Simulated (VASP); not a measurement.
# C in VASP: single point with PBE+D3(BJ)

Aim: the single point of C with PBE+D3(BJ).

Program: VASP 6.6.1. These are calculated values, not measurements. Logs are shortened: lines on timing, memory, paths and dates and some standing lists are left out, and cuts for length are marked.

**1. The cell of the first run**

The cell holds a slab with vacuum, 4 atoms: a = 2.466 Å, b = 2.466 Å, c = 17.500 Å, α = 90.00°, β = 90.00°, γ = 120.00°.

**2. Single point, PBE+D3(BJ) (layers slid over each other)**

File INCAR:

```
SYSTEM = C
ALGO     = Normal         ! electronic algorithm
DIPOL    = 0.5 0.5 0.335
EDIFF    = 1E-6           ! SCF threshold, eV
ENCUT    = 520            ! plane-wave cutoff, eV
GGA      = PE             ! functional
IDIPOL   = 3            
ISIF     = 2              ! what is computed and relaxed
ISMEAR   = 0              ! smearing method
IVDW     = 12             ! dispersion correction
LASPH    = .True.         ! aspherical terms in the spheres
LCHARG   = .False.        ! write CHGCAR
LDIPOL   = .True.       
LREAL    = .False.        ! projectors in reciprocal space
LWAVE    = .False.        ! write WAVECAR
NBANDS   = 16             ! bands
NELM     = 80             ! most SCF steps
PREC     = Accurate       ! precision mode
SIGMA    = 0.1            ! smearing width, eV
```

File KPOINTS:

```
k-points
0
Gamma
  15 15 1
  0 0 0
```

File POSCAR:

```
C
1.0
    2.4657005876      0.0000000000      0.0000000000
   -1.2328502938      2.1353593470      0.0000000000
    0.0000000000      0.0000000000     17.5000000000
C
4
Direct
    0.3333333333      0.6666666667      0.2571428571
    0.6666666667      0.3333333333      0.2571428571
    0.8333333333      0.1666666667      0.4120000000
    0.5000000000      0.5000000000      0.4120000000
```

Potentials or basis: VASP PAW PBE potentials, release 64 (C).

Command:

```sh
$ cat potpaw_PBE.64/C/POTCAR > POTCAR
$ mpirun -np 1 vasp_std > vasp.out
```

OUTCAR:

```text
SYSTEM = C
   EDIFF = 1E-6
   ENCUT = 520
   GGA = PE
   ISIF = 2
   ISMEAR = 0
   IVDW = 12
   LASPH = .True.
   LREAL = .False.
   NELM = 80
   PREC = Accurate
 IVDW          = 12

 ion  position               nearest neighbor table
   1  0.333  0.667  0.257-   2 1.42   2 1.42   2 1.42
   2  0.667  0.333  0.257-   1 1.42   1 1.42   1 1.42
   3  0.833  0.167  0.412-   4 1.42   4 1.42   4 1.42
   4  0.500  0.500  0.412-   3 1.42   3 1.42   3 1.42

  LATTYP: Found a hexagonal cell.
 ALAT       =     2.4657005876
 C/A-ratio  =     7.0973743073

  Lattice vectors:

 A1 = (   2.4657005876,   0.0000000000,   0.0000000000)
 A2 = (  -1.2328502938,   2.1353593470,   0.0000000000)
 A3 = (   0.0000000000,   0.0000000000,  17.5000000000)

Analysis of symmetry for initial positions (statically):
=====================================================================
 Subroutine PRICEL returns:
 Original cell was already a primitive cell.

 Routine SETGRP: Setting up the symmetry group for a
 hexagonal supercell.

 Subroutine GETGRP returns: Found  4 space group operations
 (whereof  2 operations were pure point group operations)
 out of a pool of 24 trial point group operations.

The static configuration has the point symmetry C_1h.
 The point group associated with its full space group is C_2h.

Analysis of symmetry for dynamics (positions and initial velocities):
=====================================================================
 Subroutine PRICEL returns:
 Original cell was already a primitive cell.

 Routine SETGRP: Setting up the symmetry group for a
 hexagonal supercell.

 Subroutine GETGRP returns: Found  4 space group operations
 (whereof  2 operations were pure point group operations)
 out of a pool of 24 trial point group operations.

The dynamic configuration has the point symmetry C_1h.
 The point group associated with its full space group is C_2h.

 Subroutine INISYM returns: Found  4 space group operations
 (whereof  2 operations are pure point group operations),
 and found     1 'primitive' translations

----------------------------------------------------------------------------------------

                                     Primitive cell

  volume of cell :      92.1402

  direct lattice vectors                    reciprocal lattice vectors
     2.465700588  0.000000000  0.000000000     0.405564246  0.234152627  0.000000000
    -1.232850294  2.135359347  0.000000000     0.000000000  0.468305253  0.000000000
     0.000000000  0.000000000 17.500000000     0.000000000  0.000000000  0.057142857

  length of vectors
     2.465700588  2.465700588 17.500000000     0.468305253  0.468305253  0.057142857

  position of ions in fractional coordinates (direct lattice)
     0.333333333  0.666666667  0.257142857
     0.666666667  0.333333333  0.257142857
     0.833333333  0.166666667  0.412000000
     0.500000000  0.500000000  0.412000000

  ion indices of the primitive-cell ions
   primitive index   ion index
                 1           1
                 2           2
                 3           3
                 4           4

----------------------------------------------------------------------------------------

 KPOINTS: k-points

Automatic generation of k-mesh.
 Grid dimensions read from file:
 generate k-points for:   15   15    1

 Generating k-lattice:

  Cartesian coordinates                     Fractional coordinates (reciprocal lattice)
     0.027037616  0.015610175  0.000000000     0.066666667  0.000000000  0.000000000
     0.000000000  0.031220350  0.000000000     0.000000000  0.066666667  0.000000000
     0.000000000  0.000000000  0.057142857     0.000000000  0.000000000  1.000000000

  Length of vectors
     0.031220350  0.031220350  0.057142857

  Shift w.r.t. Gamma in fractional coordinates (k-lattice)
     0.000000000  0.000000000  0.000000000

 Subroutine IBZKPT returns following result:
 ===========================================

 Found     64 irreducible k-points:

 Following reciprocal coordinates:
            Coordinates               Weight
  0.000000  0.000000  0.000000      1.000000
  0.066667  0.000000  0.000000      4.000000
 -0.066667  0.066667  0.000000      2.000000
  0.133333  0.000000  0.000000      4.000000
 -0.133333  0.133333  0.000000      2.000000
  0.200000  0.000000  0.000000      4.000000
[... 16 lines left out ...]
 -0.266667  0.200000  0.000000      4.000000
  0.266667  0.066667  0.000000      4.000000
 [... further k-points ...]
   k-points           NKPTS =     64   k-points in BZ     NKDIM =     64   number of bands    NBANDS=     16
   number of dos      NEDOS =    301   number of ions     NIONS =      4
   total plane-waves  NPLWV =  45360
   dimension x,y,z NGX =    18 NGY =   18 NGZ =  140
   dimension x,y,z NGXF=    36 NGYF=   36 NGZF=  280
   ions per type =               4
   NGX,Y,Z   is equivalent  to a cutoff of  12.14, 12.14, 13.30 a.u.
   NGXF,Y,Z  is equivalent  to a cutoff of  24.27, 24.27, 26.60 a.u.
 SYSTEM =  C
   PREC   = accura    normal or accurate (medium, high low for compatibility)
   ISTART =      0    job   : 0-new  1-cont  2-samecut
   ICHARG =      2    charge: 1-file 2-atom 10-const
   ISPIN  =      1    spin polarized calculation?
   LNONCOLLINEAR =      F non collinear calculations
   LSORBIT =      F    spin-orbit coupling
   LASPH  =      T    aspherical Exc in radial PAW
   ENCUT  =  520.0 eV  38.22 Ry    6.18 a.u.   4.58  4.58 32.54*2*pi/ulx,y,z
   NELM   =     80;   NELMIN=  2; NELMDL= -5     # of ELM steps
   EDIFF  = 0.1E-05   stopping-criterion for ELM
   LREAL  =      F    real-space projection
   EDIFFG = 0.1E-04   stopping-criterion for IOM
   NSW    =      0    number of steps for IOM
   IBRION =     -1    ionic relax: 0-MD 1-quasi-New 2-CG
   NFREE  =      0    steps in history (QN), initial steepest desc. (CG)
   ISIF   =      2    stress and relaxation
   ISYM   =      2    0-nonsym 1-usesym 2-fastsym
   POTIM  = 0.5000    time-step for ionic-motion
   TEBEG  =    0.0;   TEEND  =   0.0 temperature during run
   PSTRESS=    0.0 pullay stress
   NELECT =      16.0000    total number of electrons
   NUPDOWN=      -1.0000    fix difference up-down
   EMIN   =  10.00;   EMAX   =-10.00  energy-range for DOS
   EFERMI =   0.00;   METHOD = LEGACY
   ISMEAR =     0;   SIGMA  =   0.10  broadening in eV -4-tet -1-fermi 0-gaus
   EFERMI_NEDOS =   21; number of points for ismear=-14 and -15
   IALGO  =     38    algorithm
   IMIX   =      4    mixing-type and parameters
     AMIX     =   0.40;   BMIX     =  1.00
     AMIX_MAG =   1.60;   BMIX_MAG =  1.00
  volume/ion in A,a.u.               =      23.04       155.45
  Fermi-wavevector in a.u.,A,eV,Ry     =   0.913338  1.725959 11.349803  0.834187
  Thomas-Fermi vector in A             =   2.037838
   LORBIT       =      0    0 simple, 1 ext, 2 COOP (PROOUT), +10 PAW based schemes
   GGA     = PE    functional components
   LHFCALC =     F    Hartree Fock is set to
   AEXX    =    0.0000 exact exchange contribution
   IVDW    =    12    specifies the selected vdW correction
   LEPSILON=     F    determine dielectric tensor
   LRPA    =     F    only Hartree local field effects (RPA)
 non-spin polarized calculation
 Gauss-broadening in eV      SIGMA  =   0.10
  energy-cutoff  :      520.00
  volume of cell :       92.14
 maximum number of plane-waves:      2521
   NGX =  9   NGY =  9   NGZ = 65

 dipolmoment           0.000000      0.000000      0.000177 electrons x Angstroem

 number of electron      15.9999996 magnetization

 dipolmoment           0.000000      0.000000     -0.000002 electrons x Angstroem

 Free energy of the ion-electron system (eV)
  ---------------------------------------------------
  ext. energy  EPLUGINS =         0.00000000
  ---------------------------------------------------
  free energy    TOTEN  =       -36.53983629 eV

  energy without entropy =      -36.53982951  energy(sigma->0) =      -36.53983290

 E-fermi :  -0.9025     XC(G=0):  -4.2866

 val. band max:       -1.1410254010   @ k =  -0.2667  -0.4000   0.0000
 cond. band min:      -0.6639153658   @ k =  -0.2667  -0.4000   0.0000
 fundamental gap:      0.4771100352
 Fermi energy:        -0.9024618530

 k-point     1 :       0.0000    0.0000    0.0000
  band No.  band energies     occupation
      1     -20.8072      2.00000
      2     -20.1430      2.00000
      3      -9.6721      2.00000
      4      -7.2042      2.00000
      5      -3.9879      2.00000
      6      -3.9655      2.00000
[... 8 lines left out ...]
     15       7.3541      0.00000
     16       7.3995      0.00000

 k-point     2 :       0.0667    0.0000    0.0000
  band No.  band energies     occupation
      1     -20.7003      2.00000
      2     -20.0393      2.00000
      3      -9.5448      2.00000
      4      -7.0835      2.00000
      5      -4.4272      2.00000
      6      -4.3383      2.00000
[... 8 lines left out ...]
     15       7.4637      0.00000
     16       7.8347      0.00000

 k-point     3 :      -0.0667    0.0667    0.0000
  band No.  band energies     occupation
      1     -20.7003      2.00000
      2     -20.0393      2.00000
      3      -9.5444      2.00000
      4      -7.0840      2.00000
      5      -4.4244      2.00000
      6      -4.3359      2.00000
[... 8 lines left out ...]
     15       7.4940      0.00000
     16       7.7657      0.00000

 k-point     4 :       0.1333    0.0000    0.0000
  band No.  band energies     occupation
      1     -20.3804      2.00000
      2     -19.7289      2.00000
      3      -9.1647      2.00000
      4      -6.7242      2.00000
      5      -5.5920      2.00000
      6      -5.4316      2.00000
[... 8 lines left out ...]
     15       7.4940      0.00000
     16       8.7543      0.00000

 k-point     5 :      -0.1333    0.1333    0.0000
  band No.  band energies     occupation
      1     -20.3802      2.00000
      2     -19.7290      2.00000
      3      -9.1630      2.00000
      4      -6.7262      2.00000
      5      -5.5945      2.00000
      6      -5.4276      2.00000
[... 8 lines left out ...]
     15       7.5883      0.00000
     16       8.7002      0.00000

 k-point     6 :       0.2000    0.0000    0.0000
  band No.  band energies     occupation
      1     -19.8499      2.00000
      2     -19.2139      2.00000
      3      -8.5388      2.00000
      4      -7.1765      2.00000
      5      -6.9490      2.00000
      6      -6.1317      2.00000
[... 8 lines left out ...]
     15       7.2889      0.00000
     16       7.9313      0.00000
[... 267 lines left out ...]
 k-point    21 :       0.2000    0.0667    0.0000
  band No.  band energies     occupation
      1     -19.4282      2.00000
      2     -18.8044      2.00000
      3      -8.0974      2.00000
      4      -8.0124      2.00000
      5      -7.8215      2.00000
      6      -6.1447      2.00000
[... 8 lines left out ...]
     15       7.5632      0.00000
     16       7.6755      0.00000

 k-point    22 :      -0.0667    0.2667    0.0000
  band No.  band energies     occupation
      1     -19.4278      2.00000
      2     -18.8046      2.00000
      3      -8.1040      2.00000
      4      -8.0123      2.00000
      5      -7.8105      2.00000
      6      -6.1514      2.00000
[... 8 lines left out ...]
     15       7.5497      0.00000
     16       7.6641      0.00000

 k-point    23 :      -0.2667    0.2000    0.0000
  band No.  band energies     occupation
      1     -19.4273      2.00000
      2     -18.8050      2.00000
      3      -8.0788      2.00000
      4      -8.0373      2.00000
      5      -7.8051      2.00000
      6      -6.1861      2.00000
[... 8 lines left out ...]
     15       7.4777      0.00000
     16       7.8814      0.00000

 k-point    24 :       0.2667    0.0667    0.0000
  band No.  band energies     occupation
      1     -18.5921      2.00000
      2     -17.9925      2.00000
      3      -9.8195      2.00000
      4      -9.5083      2.00000
      5      -7.0807      2.00000
      6      -6.8099      2.00000
[... 8 lines left out ...]
     15       7.3606      0.00000
     16       8.5736      0.00000

 [... further k-points ...]

------------------------ aborting loop because EDIFF is reached ----------------------------------------

 vacuum level on the upper side and lower side of the slab       (xc-potential included)        -0.180        -0.182

 Edisp (eV)   -0.54523

 E8    (eV) :    -0.1666

  FORCE on cell =-STRESS in cart. coord.  units (eV):
  Direction    XX          YY          ZZ          XY          YZ          ZX
  --------------------------------------------------------------------------------------
  -------------------------------------------------------------------------------------
  Total      -0.02638    -0.11024     2.81509    -0.07262    -0.29966     0.51902
  in kB      -0.45863    -1.91683    48.95006    -1.26283    -5.21055     9.02494
  external pressure =       15.52 kB  Pullay stress =        0.00 kB

 VOLUME and BASIS-vectors are now :
 -----------------------------------------------------------------------------
  energy-cutoff  :      520.00
  volume of cell :       92.14
      direct lattice vectors                 reciprocal lattice vectors
     2.465700588  0.000000000  0.000000000     0.405564246  0.234152627  0.000000000
    -1.232850294  2.135359347  0.000000000     0.000000000  0.468305253  0.000000000
     0.000000000  0.000000000 17.500000000     0.000000000  0.000000000  0.057142857

 POSITION                                       TOTAL-FORCE (eV/Angst)
 -----------------------------------------------------------------------------------
     -0.00000      1.42357      4.50000        -0.090840      0.052446     -0.553285
      1.23285      0.71179      4.50000        -0.100690      0.058133     -0.494504
      1.84928      0.35589      7.21000         0.090840     -0.052446      0.553285
      0.61643      1.06768      7.21000         0.100690     -0.058133      0.494504
 -----------------------------------------------------------------------------------
    total drift:                               -0.000000      0.000000     -0.000086

  FREE ENERGIE OF THE ION-ELECTRON SYSTEM (eV)
  ---------------------------------------------------
  free  energy   TOTEN  =       -37.0850622943 eV

  energy  without entropy=      -37.0850555163  energy(sigma->0) =      -37.08505891

 vacuum level on the upper side and lower side of the slab         3.391         3.388
```

It took 2.9 min on 1 thread of Intel Xeon 8259CL, shared host; peak memory 0.24 GiB.

Results:

```yaml
Free_energy: -37.0851 eV
Largest_force: 0.563 eV/Å
Dispersion_energy_per_atom: -0.136 eV
```

Forces on the atoms (eV/Å):
```
C   -0.091  0.052 -0.553
C   -0.101  0.058 -0.495
C    0.091 -0.052  0.553
C    0.101 -0.058  0.495
```

Caveat: the cell differs from its parent crystal (layers slid over each other).
